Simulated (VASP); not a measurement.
Wanted: the native input for a VASP 6.6.1 run.

```yaml
Task: single point
Functional: PBE
Potentials_or_basis: VASP PAW PBE potentials, release 64 (Al)
Cutoff: 500 eV
k_mesh: 16 × 16 × 16
Occupations: gaussian, width 0.1 eV
Spin: no spin polarisation
Dipole_correction: no
Further_INCAR_settings: ALGO = Normal; EDIFF = 1e-06; NBANDS = 8
```

The structure of Al lies in POSCAR:

```
Al
1.0
    0.0000000000      2.1823556814      2.1823556814
    2.1823556814      0.0000000000      2.1823556814
    2.1823556814      2.1823556814      0.0000000000
Al
1
Direct
    0.0000000000      0.0000000000      0.0000000000
```

This cell differs from its parent crystal: Tl replaced by Al, lengths x 0.901, strained.

The input as run:

INCAR

```
SYSTEM = Al
  ALGO = Normal
  EDIFF = 1E-6
  ENCUT = 500
  GGA = PE
  GGA_COMPAT = .False.
  ISIF = 2
  ISMEAR = 0
  LASPH = .True.
  LCHARG = .False.
  LREAL = .False.
  LWAVE = .False.
  NBANDS = 8
  NELM = 120
  PREC = Accurate
  SIGMA = 0.1
```

KPOINTS

```
k-points
0
Gamma
  16 16 16
  0 0 0
```

Potentials or basis: VASP PAW PBE potentials, release 64 (Al).

Run with:

```console
$ cat potpaw_PBE.64/Al/POTCAR > POTCAR
$ mpirun -np 1 vasp_std > vasp.out
```

Results of the run:

The pressure is -10.3 GPa.

Caveat: the cell differs from its parent crystal (Tl replaced by Al, lengths x 0.901, strained).

Wall time 10 s on 1 thread of Intel(R) Xeon(R) Platinum 8488C (Sapphire Rapids) (shared host), peak memory 0.14 GiB.
